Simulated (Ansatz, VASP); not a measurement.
Ge in VASP and in Ansatz

File INCAR:

```
PREC     = Accurate       # precision mode
ENCUT    = 520            # plane-wave cutoff, eV
EDIFF    = 1E-6           # SCF threshold, eV
ISMEAR   = 0              # smearing method
SIGMA    = 0.1            # smearing width, eV
LREAL    = F              # projectors in reciprocal space
LASPH    = T              # aspherical terms in the spheres
NELM     = 60             # most SCF steps
ALGO     = Normal         # electronic algorithm
ISIF     = 2              # what is computed and relaxed
LWAVE    = F              # write WAVECAR
LCHARG   = T              # write CHGCAR
GGA      = PE             # functional
LELF     = T              # ELF
LVHAR    = T            
NBANDS   = 73             # bands
```

File KPOINTS:

```
Automatic mesh
0
Gamma
  3 3 4
```

POSCAR

```
Ge
1.0
    5.7875553800      0.0000000000      0.0000000000
   -2.8937776900      5.0121699900      0.0000000000
    0.0000000000      0.0000000000      6.7891616600
Ge
9
Direct
    0.1622339100      0.2467204500      0.3159473300
    0.7532795500      0.9155134700      0.6492806600
    0.0844865300      0.8377660900      0.9826140000
    0.7532795500      0.8377660900      0.3507193400
    0.0844865300      0.2467204500      0.0173860000
    0.1622339100      0.9155134700      0.6840526700
    0.6110530300      0.3889469700      0.3333333300
    0.6110530300      0.2221060600      0.6666666700
    0.7778939400      0.3889469700      0.0000000000
```

Input for Ansatz:

```yaml
crystal:
  lattice:
    - [5.78755538, 0.0, 0.0]
    - [-2.89377769, 5.01216999, 0.0]
    - [0.0, 0.0, 6.78916166]
  atoms:
    - { symbol: Ge, position: [0.16223391, 0.24672045, 0.31594733] }
    - { symbol: Ge, position: [0.75327955, 0.91551347, 0.64928066] }
    - { symbol: Ge, position: [0.08448653, 0.83776609, 0.982614] }
    - { symbol: Ge, position: [0.75327955, 0.83776609, 0.35071934] }
    - { symbol: Ge, position: [0.08448653, 0.24672045, 0.017386] }
    - { symbol: Ge, position: [0.16223391, 0.91551347, 0.68405267] }
    - { symbol: Ge, position: [0.61105303, 0.38894697, 0.33333333] }
    - { symbol: Ge, position: [0.61105303, 0.22210606, 0.66666667] }
    - { symbol: Ge, position: [0.77789394, 0.38894697, 0.0] }
basis:
  ecutwfc: 420
kpoints:
  mp_grid: { grid: [3, 3, 4] }
hamiltonian:
  xc: pbe
scf:
  occupations: { method: gaussian, width: 0.1 }
  lower_state_search: "off"
output:
  forces: true
  stress: true
  eigenvalues: true
```

Alike in both runs: task single point; functional PBE; k mesh 3 × 3 × 4; occupations gaussian, width 0.1 eV; no spin polarisation.

|  | VASP | Ansatz |
| --- | --- | --- |
| version | VASP 6.6.1 | Ansatz 0.2.0 |
| potentials or method | VASP PAW PBE potentials, release 64 (Ge_d), cutoff 520 eV | scalar-relativistic, plane waves, PAW |
| valence electrons in the cell | 126 | 126 |

|  | VASP | Ansatz | Ansatz less VASP |
| --- | --- | --- | --- |
| gap on the k mesh at the Fermi level (eV) | none | none | - |
| pressure (GPa) | 22.9 | 22.8 | -0.05 |
| traceless stress, the component that is largest in VASP (GPa) | 14.35 | 14.28 | -0.065 |
| rms of the force components (eV/Å) | 2.647 | 2.644 | -0.0039 |

Atom by atom the forces differ by 0.007 eV/Å (rms over components). A gap of «none» marks a metal or a gap that the smearing closes. With one functional, cell and mesh, what is left measures potentials, basis and numerics.

The k mesh is coarse, so the values compare programs but aren't converged.
